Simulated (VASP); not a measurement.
Crystal: GaN.

```
CELL_PARAMETERS angstrom
0.00000 2.25350 2.25350
2.25350 0.00000 2.25350
2.25350 2.25350 0.00000
ATOMIC_POSITIONS crystal
Ga 0.00000 0.00000 0.00000
N 0.75000 0.75000 0.75000
```

Base run:

```yaml
Program: VASP 6.6.1
Functional: PBEsol
Potentials_or_basis: VASP PAW PBE potentials, release 64 (Ga_d, N)
Cutoff: 520 eV
k_mesh: 8 × 8 × 8
Occupations: gaussian, width 0.01 eV
Spin: no spin polarisation
```

Its results: band gap on the k mesh 1.68 eV, direct; pressure -1.3 GPa.

Q: After a change of settings the same cell gave: band gap on the k mesh 1.75 eV, direct; pressure -5.5 GPa. Which change was it?
A. functional from PBEsol to LDA; potentials or basis from VASP PAW PBE potentials, release 64 (Ga_d, N) to VASP PAW LDA potentials, release 64 (Ga_d, N)
B. functional from PBEsol to revPBE
C. functional from PBEsol to r2SCAN; further incar settings from ALGO = Normal; EDIFF = 1e-06; NBANDS = 16 to ALGO = Normal; EDIFF = 1e-07; NBANDS = 16

A: A.

Caveats: the PAW data sets were made with another functional, which shifts forces and pressure a little (some runs).
